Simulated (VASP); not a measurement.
Write the native input for VASP 6.6.1 that does the following.

```yaml
Task: single point
Functional: PBE
Potentials_or_basis: VASP PAW PBE potentials, release 64 (In_d, P)
Cutoff: 520 eV
k_mesh: 11 × 11 × 11
Occupations: fermi-dirac, width 0.03 eV
Spin: no spin polarisation
Dipole_correction: no
Further_INCAR_settings: ALGO = Normal; EDIFF = 1e-06; NBANDS = 16
```

The structure of InP lies in POSCAR:

```
InP
1.0
    0.0000000000      2.8454514337      2.8454514337
    2.8454514337      0.0000000000      2.8454514337
    2.8454514337      2.8454514337      0.0000000000
In P
1 1
Direct
    0.0000000000      0.0000000000      0.0000000000
    0.5000000000      0.5000000000      0.5000000000
```

The input as run:

INCAR

```
SYSTEM = InP
PREC     = Accurate       ! precision mode
ENCUT    = 520            ! plane-wave cutoff, eV
EDIFF    = 1E-6           ! SCF threshold, eV
ISMEAR   = -1             ! smearing method
SIGMA    = 0.03           ! smearing width, eV
LREAL    = .FALSE.        ! projectors in reciprocal space
LASPH    = .TRUE.         ! aspherical terms in the spheres
NELM     = 80             ! most SCF steps
ALGO     = Normal         ! electronic algorithm
ISIF     = 2              ! what is computed and relaxed
LWAVE    = .FALSE.        ! write WAVECAR
LCHARG   = .TRUE.         ! write CHGCAR
GGA      = PE             ! functional
LELF     = .TRUE.         ! ELF
LVHAR    = .TRUE.       
NBANDS   = 16             ! bands
```

KPOINTS

```
Automatic mesh
0
G
  11 11 11
  0 0 0
```

Potentials or basis: VASP PAW PBE potentials, release 64 (In_d, P).

The run is started by

```bash
$ cat potpaw_PBE.64/In_d/POTCAR potpaw_PBE.64/P/POTCAR > POTCAR
$ mpirun -np 1 vasp_std > vasp.out
```

It gave:

- Pressure: -4.9 GPa
- Band gap on the k mesh: zero (bands 9 and 10 overlap by 2.33 eV)

Caveat: the cell stands under tension; spin-orbit coupling is left out, which moves the levels of the heavy elements.

Wall time 42 s on 1 thread of AMD EPYC 7R13 (shared host), peak memory 0.16 GiB.
